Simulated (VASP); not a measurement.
PbSe (Clausthalite):

```
Pb Se
1.0
     0.00000    3.10093    3.10093
     3.10093    0.00000    3.10093
     3.10093    3.10093    0.00000
Pb Se
1 1
Direct
  0.00000 0.00000 0.00000
  0.50000 0.50000 0.50000
```

Base run:

```yaml
Program: VASP 6.6.1
Functional: PBE exchange alone
Potentials_or_basis: VASP PAW PBE potentials, release 64 (Pb_d, Se)
Cutoff: 520 eV
k_mesh: 8 × 8 × 8
Occupations: fermi-dirac, width 0.05 eV
Spin: no spin polarisation
```

Its results: band gap on the k mesh 0.53 eV, direct; pressure 8.7 GPa.

**Question.** After a change of settings the same cell gave: band gap on the k mesh 0.50 eV, direct; pressure 2.0 GPa. Which change was it?
A. functional from PBE exchange alone to PBE; further incar settings from ALGO = Normal; EDIFF = 1e-06; NBANDS = 17 to ALGO = Normal; EDIFF = 1e-07; NBANDS = 17
B. functional from PBE exchange alone to RPBE
C. functional from PBE exchange alone to LDA; potentials or basis from VASP PAW PBE potentials, release 64 (Pb_d, Se) to VASP PAW LDA potentials, release 64 (Pb_d, Se)
D. functional from PBE exchange alone to RPBE; dispersion from none to D3(BJ)

**Answer.** B.

Caveats: spin-orbit coupling is left out, which moves the levels of the heavy elements; the PAW data sets were made with another functional, which shifts forces and pressure a little (some runs).
